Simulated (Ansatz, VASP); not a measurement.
# One calculation of Hf, two programs

```
Hf
1.0
     3.19873    0.00000    0.00000
    -1.59937    2.77018    0.00000
     0.00000    0.00000    5.05050
Hf
2
Direct
  0.33333 0.66667 0.25000
  0.66667 0.33333 0.75000
```

Alike in both runs: task single point; functional r2SCAN; k mesh 2 × 2 × 1; occupations fermi-dirac, width 0.1 eV; no spin polarisation.

|  | VASP | Ansatz |
| --- | --- | --- |
| version | VASP 6.6.1 | Ansatz 0.2.0 |
| potentials or method | VASP PAW PBE potentials, release 64 (Hf_pv), cutoff 520 eV | plane waves (500 eV) with PAW, scalar-relativistic |
| valence electrons in the cell | 20 | 52 |

```tsv
	VASP	Ansatz	Ansatz less VASP
pressure (GPa)	-0.8	-0.1	+0.67
traceless stress, the component that is largest in VASP (GPa)	4.81	3.40	-1.410
```

VASP's potentials were made for PBE, not for r2SCAN. The functional is the same, so the differences come from potentials, cutoffs and numerics. VASP's potentials hold 20 valence electrons a cell and Ansatz's 52, so a difference there can come from the potentials and not from the codes.

The k mesh is coarse, so the values compare programs but aren't converged. Spin-orbit coupling is off throughout.
